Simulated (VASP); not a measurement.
# AlAs3 (I4/mmm) in VASP: single point with PBE

Aim: the single point of AlAs3 with PBE.

All numbers are computed with VASP 6.6.1; they aren't measurements. Logs are shortened: lines on timing, memory, paths and dates and some standing lists are left out, and cuts for length are marked.

## (1) The cell of the first run

The typed cell holds 4 atoms: a = 4.713 Å, b = 4.713 Å, c = 4.713 Å, α = 120.05°, β = 120.05°, γ = 89.91°.

The cell was built from a structure type or drawn by symmetry, and may not be a known phase.

## (2) Single point, PBE

Input file INCAR:

```
  PREC = Accurate
  ENCUT = 520
  EDIFF = 1E-6
  ISMEAR = 0
  SIGMA = 0.1
  LREAL = False
  LASPH = True
  NELM = 60
  ALGO = Normal
  ISIF = 2
  LWAVE = False
  LCHARG = False
  GGA = PE
  NBANDS = 17
```

Input file KPOINTS:

```
regular mesh
0
Gamma
  16 16 16
```

Input file POSCAR:

```
AlAs3
1.0
   -2.3543938880      2.3543938880      3.3349622666
    2.3543938880     -2.3543938880      3.3349622666
    2.3543938880      2.3543938880     -3.3349622666
Al As
1 3
Direct
    0.0000000000      0.0000000000      0.0000000000
    0.7500000000      0.2500000000      0.5000000000
    0.2500000000      0.7500000000      0.5000000000
    0.5000000000      0.5000000000      0.0000000000
```

Potentials or basis: VASP PAW PBE potentials, release 64 (Al, As).

Command:

```
$ cat potpaw_PBE.64/Al/POTCAR potpaw_PBE.64/As/POTCAR > POTCAR
$ mpirun -np 1 vasp_std > vasp.out
```

OUTCAR:

```text
PREC = Accurate
   ENCUT = 520
   EDIFF = 1E-6
   ISMEAR = 0
   LREAL = False
   LASPH = True
   NELM = 60
   ISIF = 2
   GGA = PE

 ion  position               nearest neighbor table
   1  0.000  0.000  0.000-   2 2.89   3 2.89   2 2.89   3 2.89   2 2.89   3 2.89   2 2.89   3 2.89

   2  0.750  0.250  0.500-   4 2.89   1 2.89   4 2.89   1 2.89   1 2.89   4 2.89   1 2.89   4 2.89

   3  0.250  0.750  0.500-   1 2.89   4 2.89   1 2.89   4 2.89   1 2.89   4 2.89   1 2.89   4 2.89

   4  0.500  0.500  0.000-   3 2.89   2 2.89   3 2.89   2 2.89   2 2.89   3 2.89   2 2.89   3 2.89

  LATTYP: Found a body centered tetragonal cell.
 ALAT       =     4.7087877760
 C/A-ratio  =     1.4164844224

  Lattice vectors:

 A1 = (  -2.3543938880,   2.3543938880,   3.3349622666)
 A2 = (   2.3543938880,  -2.3543938880,   3.3349622666)
 A3 = (   2.3543938880,   2.3543938880,  -3.3349622666)

Analysis of symmetry for initial positions (statically):
=====================================================================
 Subroutine PRICEL returns:
 Original cell was already a primitive cell.

 Routine SETGRP: Setting up the symmetry group for a
 body centered tetragonal supercell.

 Subroutine GETGRP returns: Found 16 space group operations
 (whereof 16 operations were pure point group operations)
 out of a pool of 16 trial point group operations.

The static configuration has the point symmetry D_4h.

Analysis of symmetry for dynamics (positions and initial velocities):
=====================================================================
 Subroutine PRICEL returns:
 Original cell was already a primitive cell.

 Routine SETGRP: Setting up the symmetry group for a
 body centered tetragonal supercell.

 Subroutine GETGRP returns: Found 16 space group operations
 (whereof 16 operations were pure point group operations)
 out of a pool of 16 trial point group operations.

The dynamic configuration has the point symmetry D_4h.

 Subroutine INISYM returns: Found 16 space group operations
 (whereof 16 operations are pure point group operations),
 and found     1 'primitive' translations

----------------------------------------------------------------------------------------

                                     Primitive cell

  volume of cell :      73.9451

  direct lattice vectors                    reciprocal lattice vectors
    -2.354393888  2.354393888  3.334962267     0.000000000  0.212368883  0.149926734
     2.354393888 -2.354393888  3.334962267     0.212368883  0.000000000  0.149926734
     2.354393888  2.354393888 -3.334962267     0.212368883  0.212368883  0.000000000

  length of vectors
     4.712569838  4.712569838  4.712569838     0.259958781  0.259958781  0.300334954

  position of ions in fractional coordinates (direct lattice)
     0.000000000  0.000000000  0.000000000
     0.750000000  0.250000000  0.500000000
     0.250000000  0.750000000  0.500000000
     0.500000000  0.500000000  0.000000000

  ion indices of the primitive-cell ions
   primitive index   ion index
                 1           1
                 2           2
                 3           3
                 4           4

----------------------------------------------------------------------------------------

 KPOINTS: regular mesh

Automatic generation of k-mesh.
 Grid dimensions read from file:
 generate k-points for:   16   16   16

 Generating k-lattice:

  Cartesian coordinates                     Fractional coordinates (reciprocal lattice)
     0.000000000  0.013273055  0.009370421     0.062500000  0.000000000 -0.000000000
     0.013273055  0.000000000  0.009370421     0.000000000  0.062500000 -0.000000000
     0.013273055  0.013273055  0.000000000     0.000000000  0.000000000  0.062500000

  Length of vectors
     0.016247424  0.016247424  0.018770935

  Shift w.r.t. Gamma in fractional coordinates (k-lattice)
     0.000000000  0.000000000  0.000000000

 Subroutine IBZKPT returns following result:
 ===========================================

 Found    349 irreducible k-points:

 Following reciprocal coordinates:
            Coordinates               Weight
  0.000000  0.000000  0.000000      1.000000
  0.062500  0.000000  0.000000      8.000000
  0.125000  0.000000  0.000000      8.000000
  0.187500  0.000000 -0.000000      8.000000
  0.250000  0.000000  0.000000      8.000000
  0.312500  0.000000  0.000000      8.000000
[... 16 lines left out ...]
 -0.125000  0.062500  0.000000     16.000000
 -0.062500  0.062500  0.000000      4.000000
 [... further k-points ...]
   k-points           NKPTS =    349   k-points in BZ     NKDIM =    349   number of bands    NBANDS=     17
   number of dos      NEDOS =    301   number of ions     NIONS =      4
   total plane-waves  NPLWV =  46656
   dimension x,y,z NGX =    36 NGY =   36 NGZ =   36
   dimension x,y,z NGXF=    72 NGYF=   72 NGZF=   72
   ions per type =               1   3
   NGX,Y,Z   is equivalent  to a cutoff of  12.70, 12.70, 12.70 a.u.
   NGXF,Y,Z  is equivalent  to a cutoff of  25.40, 25.40, 25.40 a.u.
 SYSTEM =  unknown system
   PREC   = accura    normal or accurate (medium, high low for compatibility)
   ISTART =      0    job   : 0-new  1-cont  2-samecut
   ICHARG =      2    charge: 1-file 2-atom 10-const
   ISPIN  =      1    spin polarized calculation?
   LNONCOLLINEAR =      F non collinear calculations
   LSORBIT =      F    spin-orbit coupling
   LASPH  =      T    aspherical Exc in radial PAW
   ENCUT  =  520.0 eV  38.22 Ry    6.18 a.u.   8.76  8.76  8.76*2*pi/ulx,y,z
   NELM   =     60;   NELMIN=  2; NELMDL= -5     # of ELM steps
   EDIFF  = 0.1E-05   stopping-criterion for ELM
   LREAL  =      F    real-space projection
   EDIFFG = 0.1E-04   stopping-criterion for IOM
   NSW    =      0    number of steps for IOM
   IBRION =     -1    ionic relax: 0-MD 1-quasi-New 2-CG
   NFREE  =      0    steps in history (QN), initial steepest desc. (CG)
   ISIF   =      2    stress and relaxation
   ISYM   =      2    0-nonsym 1-usesym 2-fastsym
   POTIM  = 0.5000    time-step for ionic-motion
   TEBEG  =    0.0;   TEEND  =   0.0 temperature during run
   PSTRESS=    0.0 pullay stress
   NELECT =      18.0000    total number of electrons
   NUPDOWN=      -1.0000    fix difference up-down
   EMIN   =  10.00;   EMAX   =-10.00  energy-range for DOS
   EFERMI =   0.00;   METHOD = LEGACY
   ISMEAR =     0;   SIGMA  =   0.10  broadening in eV -4-tet -1-fermi 0-gaus
   EFERMI_NEDOS =   21; number of points for ismear=-14 and -15
   IALGO  =     38    algorithm
   IMIX   =      4    mixing-type and parameters
     AMIX     =   0.40;   BMIX     =  1.00
     AMIX_MAG =   1.60;   BMIX_MAG =  1.00
  volume/ion in A,a.u.               =      18.49       124.75
  Fermi-wavevector in a.u.,A,eV,Ry     =   1.022184  1.931649 14.216198  1.044861
  Thomas-Fermi vector in A             =   2.155850
   LORBIT       =      0    0 simple, 1 ext, 2 COOP (PROOUT), +10 PAW based schemes
   GGA     = PE    functional components
   LHFCALC =     F    Hartree Fock is set to
   AEXX    =    0.0000 exact exchange contribution
   IVDW    =     0    specifies the selected vdW correction
   LEPSILON=     F    determine dielectric tensor
   LRPA    =     F    only Hartree local field effects (RPA)
 non-spin polarized calculation
 Gauss-broadening in eV      SIGMA  =   0.10
  energy-cutoff  :      520.00
  volume of cell :       73.95
 maximum number of plane-waves:      2012
   NGX = 17   NGY = 17   NGZ = 17

 number of electron      18.0000002 magnetization

 Free energy of the ion-electron system (eV)
  ---------------------------------------------------
  ext. energy  EPLUGINS =         0.00000000
  ---------------------------------------------------
  free energy    TOTEN  =       -16.52366227 eV

  energy without entropy =      -16.51298553  energy(sigma->0) =      -16.51832390

 E-fermi :   6.8267     XC(G=0): -10.6199

 val. band max:        6.8260169021   @ k =  -0.3750  -0.3750   0.1875
 cond. band min:       6.8276951576   @ k =   0.4375   0.2500   0.0625
 fundamental gap:      0.0016782555
 Fermi energy:         6.8266871985

 k-point     1 :       0.0000    0.0000    0.0000
  band No.  band energies     occupation
      1      -7.8167      2.00000
      2      -2.1571      2.00000
      3      -0.8691      2.00000
      4       3.4828      2.00000
      5       3.4828      2.00000
      6       3.4933      2.00000
[... 9 lines left out ...]
     16      14.7584      0.00000
     17      14.7650      0.00000

 k-point     2 :       0.0625    0.0000    0.0000
  band No.  band energies     occupation
      1      -7.7815      2.00000
      2      -2.2135      2.00000
      3      -0.9536      2.00000
      4       3.0945      2.00000
      5       3.3201      2.00000
      6       3.3244      2.00000
[... 9 lines left out ...]
     16      14.4402      0.00000
     17      14.6926      0.00000

 k-point     3 :       0.1250    0.0000    0.0000
  band No.  band energies     occupation
      1      -7.6763      2.00000
      2      -2.3870      2.00000
      3      -1.1861      2.00000
      4       2.7662      2.00000
      5       3.0746      2.00000
      6       3.0766      2.00000
[... 9 lines left out ...]
     16      13.6553      0.00000
     17      14.4691      0.00000

 k-point     4 :       0.1875    0.0000   -0.0000
  band No.  band energies     occupation
      1      -7.5024      2.00000
      2      -2.6944      2.00000
      3      -1.4856      2.00000
      4       2.5904      2.00000
      5       2.8618      2.00000
      6       2.8618      2.00000
[... 9 lines left out ...]
     16      12.6863      0.00000
     17      14.0702      0.00000
[... 343 lines left out ...]
      1      -7.5366      2.00000
      2      -2.6003      2.00000
      3      -1.4573      2.00000
      4       2.4833      2.00000
      5       2.4902      2.00000
      6       3.4547      2.00000
[... 9 lines left out ...]
     16      12.9440      0.00000
     17      13.8907      0.00000

 k-point    23 :      -0.1250    0.0625    0.0000
  band No.  band energies     occupation
      1      -7.6878      2.00000
      2      -2.3549      2.00000
      3      -1.1657      2.00000
      4       2.6906      2.00000
      5       2.7208      2.00000
      6       3.6644      2.00000
[... 9 lines left out ...]
     16      13.8704      0.00000
     17      14.3118      0.00000

 k-point    24 :      -0.0625    0.0625    0.0000
  band No.  band energies     occupation
      1      -7.7698      2.00000
      2      -2.2297      2.00000
      3      -0.9807      2.00000
      4       3.0019      2.00000
      5       3.0077      2.00000
      6       3.6502      2.00000
[... 9 lines left out ...]
     16      14.5319      0.00000
     17      14.5645      0.00000

 [... further k-points ...]
[... 5 lines left out ...]
  --------------------------------------------------------------------------------------
  -------------------------------------------------------------------------------------
  Total        0.0599311      0.0599311      0.0470558      0.0000000      0.0000000      0.0000000
  in kB        1.2985351      1.2985351      1.0195644      0.0000000      0.0000000      0.0000000
  external PRESSURE =       1.2055449 kB  Pullay stress =       0.0000000 kB

 VOLUME and BASIS-vectors are now :
 -----------------------------------------------------------------------------
  energy-cutoff  :      520.00
  volume of cell :       73.95
      direct lattice vectors                 reciprocal lattice vectors
    -2.354393888  2.354393888  3.334962267     0.000000000  0.212368883  0.149926734
     2.354393888 -2.354393888  3.334962267     0.212368883  0.000000000  0.149926734
     2.354393888  2.354393888 -3.334962267     0.212368883  0.212368883  0.000000000

 POSITION                                       TOTAL-FORCE (eV/Angst)
 -----------------------------------------------------------------------------------
      0.00000      0.00000      0.00000        -0.000000      0.000000     -0.000000
      0.00000      2.35439      1.66748         0.000000     -0.000000      0.000000
      2.35439      0.00000      1.66748         0.000000      0.000000     -0.000000
      0.00000      0.00000      3.33496        -0.000000      0.000000     -0.000000
 -----------------------------------------------------------------------------------
    total drift:                               -0.000000      0.000000      0.000000

  FREE ENERGIE OF THE ION-ELECTRON SYSTEM (eV)
  ---------------------------------------------------
  free  energy   TOTEN  =       -16.5236622685 eV

  energy  without entropy=      -16.5129855321  energy(sigma->0) =      -16.51832390
```

Run time: 2.2 min. Hardware: 1 thread of Intel Xeon 6975P-C (Granite Rapids), shared host; peak memory 0.5 GiB.

Results:

```
Free energy            : -16.5237 eV
Pressure               : 0.1 GPa
Band gap on the k mesh : zero (bands 9 and 10 overlap by 3.19 eV)
```
